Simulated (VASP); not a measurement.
# SnO2 (R3m) in VASP: single point with PBE

Aim: the single point of SnO2 with PBE.

Everything below comes from runs of VASP 6.6.1. Logs are shortened: lines on timing, memory, paths and dates and some standing lists are left out, and cuts for length are marked.

## Step 1: The cell of the first run

The structure is trigonal, space group R3m (No. 160). The conventional cell has a = 3.697 Å, b = 3.697 Å, c = 7.985 Å, α = 90.00°, β = 90.00°, γ = 120.00°. Sn (site symmetry 3m) has 8 O at 1.88 to 2.27 Å within 2.5 Å. O (site symmetry 3m) has 4 Sn at 2.00 to 2.23 Å and 6 O at 2.46 to 2.58 Å within 2.7 Å. Within 2.6 Å of O (site symmetry 3m) lie 4 Sn at 1.88 to 2.27 Å and 6 O at 2.46 to 2.58 Å.

## Step 2: Single point, PBE (strained and its atoms moved)

INCAR

```
PREC = Accurate
ENCUT = 520
EDIFF = 1E-6
ISMEAR = 0
SIGMA = 0.1
LREAL = False
LASPH = True
NELM = 60
ALGO = Normal
ISIF = 2
LWAVE = False
LCHARG = False
GGA = PE
NBANDS = 20
```

KPOINTS

```
Automatic mesh
0
Gamma
  12 12 12
```

POSCAR

```
SnO2
1.0
   -0.2059320000      2.4081688080      2.4081688080
    2.4081688080     -0.2059320000      2.4081688080
    2.4081688080      2.4081688080     -0.2059320000
Sn O
1 2
Direct
   -0.0050124996     -0.0050124996     -0.0050124996
    0.2455014037      0.2455014037      0.2455014037
    0.7595110959      0.7595110959      0.7595110959
```

Potentials or basis: VASP PAW PBE potentials, release 64 (Sn_d, O).

Launch:

```
cat potpaw_PBE.64/Sn_d/POTCAR potpaw_PBE.64/O/POTCAR > POTCAR
mpirun -np 1 vasp_std > vasp.out
```

OUTCAR:

```text
PREC = Accurate
   ENCUT = 520
   EDIFF = 1E-6
   ISMEAR = 0
   LREAL = False
   LASPH = True
   NELM = 60
   ISIF = 2
   GGA = PE

 ion  position               nearest neighbor table
   1  0.995  0.995  0.995-   3 1.88   2 2.00   2 2.23   2 2.23   2 2.23   3 2.27   3 2.27   3 2.27

   2  0.246  0.246  0.246-   1 2.00   1 2.23   1 2.23   1 2.23
   3  0.760  0.760  0.760-   1 1.88   1 2.27   1 2.27   1 2.27

  LATTYP: Found a trigonal (rhomboedric) cell.
 ALAT       =     3.4118854032
 COS(alpha) =     0.4129760898

  Lattice vectors:

 A1 = (  -0.2059320000,   2.4081688080,   2.4081688080)
 A2 = (   2.4081688080,  -0.2059320000,   2.4081688080)
 A3 = (   2.4081688080,   2.4081688080,  -0.2059320000)

Analysis of symmetry for initial positions (statically):
=====================================================================
 Subroutine PRICEL returns:
 Original cell was already a primitive cell.

 Routine SETGRP: Setting up the symmetry group for a
 trigonal (rhombohedral) supercell.

 Subroutine GETGRP returns: Found  6 space group operations
 (whereof  6 operations were pure point group operations)
 out of a pool of 12 trial point group operations.

The static configuration has the point symmetry C_3v.

Analysis of symmetry for dynamics (positions and initial velocities):
=====================================================================
 Subroutine PRICEL returns:
 Original cell was already a primitive cell.

 Routine SETGRP: Setting up the symmetry group for a
 trigonal (rhombohedral) supercell.

 Subroutine GETGRP returns: Found  6 space group operations
 (whereof  6 operations were pure point group operations)
 out of a pool of 12 trial point group operations.

The dynamic configuration has the point symmetry C_3v.

 Subroutine INISYM returns: Found  6 space group operations
 (whereof  6 operations are pure point group operations),
 and found     1 'primitive' translations

----------------------------------------------------------------------------------------

                                     Primitive cell

  volume of cell :      31.5053

  direct lattice vectors                    reciprocal lattice vectors
    -0.205932000  2.408168808  2.408168808    -0.182726927  0.199813791  0.199813791
     2.408168808 -0.205932000  2.408168808     0.199813791 -0.182726927  0.199813791
     2.408168808  2.408168808 -0.205932000     0.199813791  0.199813791 -0.182726927

  length of vectors
     3.411885403  3.411885403  3.411885403     0.336511860  0.336511860  0.336511860

  position of ions in fractional coordinates (direct lattice)
     0.994987500  0.994987500  0.994987500
     0.245501404  0.245501404  0.245501404
     0.759511096  0.759511096  0.759511096

  ion indices of the primitive-cell ions
   primitive index   ion index
                 1           1
                 2           2
                 3           3

----------------------------------------------------------------------------------------

 KPOINTS: Automatic mesh

Automatic generation of k-mesh.
 Grid dimensions read from file:
 generate k-points for:   12   12   12

 Generating k-lattice:

  Cartesian coordinates                     Fractional coordinates (reciprocal lattice)
    -0.015227244  0.016651149  0.016651149     0.083333333  0.000000000  0.000000000
     0.016651149 -0.015227244  0.016651149     0.000000000  0.083333333  0.000000000
     0.016651149  0.016651149 -0.015227244     0.000000000  0.000000000  0.083333333

  Length of vectors
     0.028042655  0.028042655  0.028042655

  Shift w.r.t. Gamma in fractional coordinates (k-lattice)
     0.000000000  0.000000000  0.000000000

 Subroutine IBZKPT returns following result:
 ===========================================

 Found    189 irreducible k-points:

 Following reciprocal coordinates:
            Coordinates               Weight
  0.000000  0.000000  0.000000      1.000000
  0.083333  0.000000  0.000000      6.000000
  0.166667  0.000000 -0.000000      6.000000
  0.250000  0.000000  0.000000      6.000000
  0.333333  0.000000  0.000000      6.000000
  0.416667  0.000000  0.000000      6.000000
[... 16 lines left out ...]
  0.500000  0.166667  0.000000     12.000000
 -0.416667  0.166667  0.000000     12.000000
 [... further k-points ...]
   k-points           NKPTS =    189   k-points in BZ     NKDIM =    189   number of bands    NBANDS=     20
   number of dos      NEDOS =    301   number of ions     NIONS =      3
   total plane-waves  NPLWV =  21952
   dimension x,y,z NGX =    28 NGY =   28 NGZ =   28
   dimension x,y,z NGXF=    56 NGYF=   56 NGZF=   56
   ions per type =               1   2
   NGX,Y,Z   is equivalent  to a cutoff of  13.64, 13.64, 13.64 a.u.
   NGXF,Y,Z  is equivalent  to a cutoff of  27.29, 27.29, 27.29 a.u.
 SYSTEM =  unknown system
   PREC   = accura    normal or accurate (medium, high low for compatibility)
   ISTART =      0    job   : 0-new  1-cont  2-samecut
   ICHARG =      2    charge: 1-file 2-atom 10-const
   ISPIN  =      1    spin polarized calculation?
   LNONCOLLINEAR =      F non collinear calculations
   LSORBIT =      F    spin-orbit coupling
   LASPH  =      T    aspherical Exc in radial PAW
   ENCUT  =  520.0 eV  38.22 Ry    6.18 a.u.   6.34  6.34  6.34*2*pi/ulx,y,z
   NELM   =     60;   NELMIN=  2; NELMDL= -5     # of ELM steps
   EDIFF  = 0.1E-05   stopping-criterion for ELM
   LREAL  =      F    real-space projection
   EDIFFG = 0.1E-04   stopping-criterion for IOM
   NSW    =      0    number of steps for IOM
   IBRION =     -1    ionic relax: 0-MD 1-quasi-New 2-CG
   NFREE  =      0    steps in history (QN), initial steepest desc. (CG)
   ISIF   =      2    stress and relaxation
   ISYM   =      2    0-nonsym 1-usesym 2-fastsym
   POTIM  = 0.5000    time-step for ionic-motion
   TEBEG  =    0.0;   TEEND  =   0.0 temperature during run
   PSTRESS=    0.0 pullay stress
   NELECT =      26.0000    total number of electrons
   NUPDOWN=      -1.0000    fix difference up-down
   EMIN   =  10.00;   EMAX   =-10.00  energy-range for DOS
   EFERMI =   0.00;   METHOD = LEGACY
   ISMEAR =     0;   SIGMA  =   0.10  broadening in eV -4-tet -1-fermi 0-gaus
   EFERMI_NEDOS =   21; number of points for ismear=-14 and -15
   IALGO  =     38    algorithm
   IMIX   =      4    mixing-type and parameters
     AMIX     =   0.40;   BMIX     =  1.00
     AMIX_MAG =   1.60;   BMIX_MAG =  1.00
  volume/ion in A,a.u.               =      10.50        70.87
  Fermi-wavevector in a.u.,A,eV,Ry     =   1.535576  2.901818 32.082456  2.357994
  Thomas-Fermi vector in A             =   2.642345
   LORBIT       =      0    0 simple, 1 ext, 2 COOP (PROOUT), +10 PAW based schemes
   GGA     = PE    functional components
   LHFCALC =     F    Hartree Fock is set to
   AEXX    =    0.0000 exact exchange contribution
   IVDW    =     0    specifies the selected vdW correction
   LEPSILON=     F    determine dielectric tensor
   LRPA    =     F    only Hartree local field effects (RPA)
 non-spin polarized calculation
 Gauss-broadening in eV      SIGMA  =   0.10
  energy-cutoff  :      520.00
  volume of cell :       31.51
 maximum number of plane-waves:       861
 NGX is ok and might be reduce to    28
   NGX = 13   NGY = 13   NGZ = 13

 number of electron      26.0000001 magnetization

 Free energy of the ion-electron system (eV)
  ---------------------------------------------------
  ext. energy  EPLUGINS =         0.00000000
  ---------------------------------------------------
  free energy    TOTEN  =       -17.34580407 eV

  energy without entropy =      -17.34580407  energy(sigma->0) =      -17.34580407

 E-fermi :   8.8940     XC(G=0): -12.0685

 val. band max:        8.3650334878   @ k =  -0.2500   0.5000   0.2500
 cond. band min:       9.4678051207   @ k =   0.0000   0.0000   0.0000
 fundamental gap:      1.1027716330
 Fermi energy:         8.8939830639

 k-point     1 :       0.0000    0.0000    0.0000
  band No.  band energies     occupation
      1     -12.8240      2.00000
      2     -12.0838      2.00000
      3     -12.0838      2.00000
      4     -11.8779      2.00000
      5     -11.8779      2.00000
      6     -11.0304      2.00000
[... 12 lines left out ...]
     19      24.2217      0.00000
     20      24.2217      0.00000

 k-point     2 :       0.0833    0.0000    0.0000
  band No.  band energies     occupation
      1     -12.8133      2.00000
      2     -12.0971      2.00000
      3     -12.0791      2.00000
      4     -11.8803      2.00000
      5     -11.8767      2.00000
      6     -10.9767      2.00000
[... 12 lines left out ...]
     19      24.2097      0.00000
     20      24.2890      0.00000

 k-point     3 :       0.1667    0.0000   -0.0000
  band No.  band energies     occupation
      1     -12.8037      2.00000
      2     -12.1154      2.00000
      3     -12.0666      2.00000
      4     -11.8862      2.00000
      5     -11.8718      2.00000
      6     -10.8093      2.00000
[... 12 lines left out ...]
     19      24.1785      0.00000
     20      24.5006      0.00000

 k-point     4 :       0.2500    0.0000    0.0000
  band No.  band energies     occupation
      1     -12.8332      2.00000
      2     -12.1050      2.00000
      3     -12.0512      2.00000
      4     -11.8925      2.00000
      5     -11.8607      2.00000
      6     -10.5161      2.00000
[... 12 lines left out ...]
     19      24.6220      0.00000
     20      25.0449      0.00000

 k-point     5 :       0.3333    0.0000    0.0000
  band No.  band energies     occupation
      1     -12.8966      2.00000
      2     -12.0739      2.00000
      3     -12.0387      2.00000
      4     -11.8957      2.00000
      5     -11.8419      2.00000
      6     -10.1007      2.00000
[... 12 lines left out ...]
     19      24.7431      0.00000
     20      25.0201      0.00000

 k-point     6 :       0.4167    0.0000    0.0000
  band No.  band energies     occupation
      1     -12.9546      2.00000
      2     -12.0499      2.00000
      3     -12.0320      2.00000
      4     -11.8956      2.00000
      5     -11.8214      2.00000
      6      -9.6149      2.00000
[... 12 lines left out ...]
     19      24.4380      0.00000
     20      24.9488      0.00000

 k-point     7 :       0.5000    0.0000    0.0000
  band No.  band energies     occupation
      1     -12.9772      2.00000
      2     -12.0420      2.00000
      3     -12.0301      2.00000
      4     -11.8949      2.00000
      5     -11.8123      2.00000
      6      -9.2973      2.00000
[... 12 lines left out ...]
     19      24.3012      0.00000
     20      24.8803      0.00000
[... 277 lines left out ...]
 k-point    20 :       0.2500    0.1667    0.0000
  band No.  band energies     occupation
      1     -12.7867      2.00000
      2     -12.1108      2.00000
      3     -12.0078      2.00000
      4     -11.9098      2.00000
      5     -11.8512      2.00000
      6     -10.6971      2.00000
[... 12 lines left out ...]
     19      24.6501      0.00000
     20      26.8906      0.00000

 k-point    21 :       0.3333    0.1667   -0.0000
  band No.  band energies     occupation
      1     -12.8461      2.00000
      2     -12.0868      2.00000
      3     -11.9994      2.00000
      4     -11.9179      2.00000
      5     -11.8328      2.00000
      6     -10.3771      2.00000
[... 12 lines left out ...]
     19      24.8834      0.00000
     20      27.5211      0.00000

 k-point    22 :       0.4167    0.1667    0.0000
  band No.  band energies     occupation
      1     -12.9064      2.00000
      2     -12.0773      2.00000
      3     -12.0023      2.00000
      4     -11.9222      2.00000
      5     -11.8182      2.00000
      6      -9.9260      2.00000
[... 12 lines left out ...]
     19      25.0684      0.00000
     20      27.2976      0.00000

 k-point    23 :       0.5000    0.1667    0.0000
  band No.  band energies     occupation
      1     -12.9367      2.00000
      2     -12.0981      2.00000
      3     -12.0033      2.00000
      4     -11.9210      2.00000
      5     -11.8191      2.00000
      6      -9.4101      2.00000
[... 12 lines left out ...]
     19      24.9898      0.00000
     20      27.0886      0.00000

 k-point    24 :      -0.4167    0.1667    0.0000
  band No.  band energies     occupation
      1     -12.9241      2.00000
      2     -12.1449      2.00000
      3     -12.0034      2.00000
      4     -11.9142      2.00000
      5     -11.8351      2.00000
      6      -9.0196      2.00000
[... 12 lines left out ...]
     19      24.7037      0.00000
     20      27.2240      0.00000

 [... further k-points ...]

------------------------ aborting loop because EDIFF is reached ----------------------------------------

  FORCE on cell =-STRESS in cart. coord.  units (eV):
  Direction    XX          YY          ZZ          XY          YZ          ZX
  --------------------------------------------------------------------------------------
  -------------------------------------------------------------------------------------
  Total        5.6121554      5.6121554      5.6121554      2.4367356      2.4367356      2.4367356
  in kB      285.4016428    285.4016428    285.4016428    123.9182278    123.9182278    123.9182278
  external PRESSURE =     285.4016428 kB  Pullay stress =       0.0000000 kB

 VOLUME and BASIS-vectors are now :
 -----------------------------------------------------------------------------
  energy-cutoff  :      520.00
  volume of cell :       31.51
      direct lattice vectors                 reciprocal lattice vectors
    -0.205932000  2.408168808  2.408168808    -0.182726927  0.199813791  0.199813791
     2.408168808 -0.205932000  2.408168808     0.199813791 -0.182726927  0.199813791
     2.408168808  2.408168808 -0.205932000     0.199813791  0.199813791 -0.182726927

 POSITION                                       TOTAL-FORCE (eV/Angst)
 -----------------------------------------------------------------------------------
      4.58730      4.58730      4.58730         1.392407      1.392407      1.392407
      1.13186      1.13186      1.13186         0.939492      0.939492      0.939492
      3.50165      3.50165      3.50165        -2.331898     -2.331898     -2.331898
 -----------------------------------------------------------------------------------
    total drift:                               -0.000037     -0.000037     -0.000037

  FREE ENERGIE OF THE ION-ELECTRON SYSTEM (eV)
  ---------------------------------------------------
  free  energy   TOTEN  =       -17.3458040675 eV

  energy  without entropy=      -17.3458040675  energy(sigma->0) =      -17.34580407
```

Run time: 90 s. Hardware: 1 thread of AMD EPYC 7R13 (Zen 3), shared host; peak memory 0.21 GiB.

Results:

- Free energy: -17.3458 eV
- Pressure: 28.5 GPa
- Largest force: 4.039 eV/Å
- Band gap on the k mesh: 1.10 eV (least direct gap 2.03 eV)

Forces on the atoms (eV/Å):
```
Sn   1.392  1.392  1.392
O    0.939  0.939  0.939
O   -2.332 -2.332 -2.332
```

Stress tensor (GPa, compression positive):
```
28.54 12.39 12.39
12.39 28.54 12.39
12.39 12.39 28.54
```

Caveat: the cell differs from its parent crystal (strained and its atoms moved); the cell stands under pressure; spin-orbit coupling is left out, which moves the levels of the heavy elements; forces of over 1 eV/Å act on the atoms, so gaps and moduli don't describe the material at rest.
